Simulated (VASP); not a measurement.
TePb:

```
CELL_PARAMETERS angstrom
0.00000 3.16504 3.16504
3.16504 0.00000 3.16504
3.16504 3.16504 0.00000
ATOMIC_POSITIONS crystal
Pb 0.00000 0.00000 0.00000
Te 0.50000 0.50000 0.50000
```

Base run:

```yaml
Program: VASP 6.6.1
Functional: revPBE
Dispersion: D4
Potentials_or_basis: VASP PAW PBE potentials, release 64 (Pb_d, Te)
Cutoff: 520 eV
k_mesh: 7 × 7 × 7
Occupations: fermi-dirac, width 0.05 eV
Spin: no spin polarisation
```

Its results: pressure 3.1 GPa.

Question: The run is repeated on the same cell with these changes: dispersion from D4 to none. What comes out?

Answer: Pressure 6.6 GPa.

Dispersion adds attraction, which lowers the pressure at fixed volume and, as a term added to the energy, leaves the levels alone.

Caveats: the PAW data sets were made with another functional, which shifts forces and pressure a little; spin-orbit coupling is left out, which moves the levels of the heavy elements.
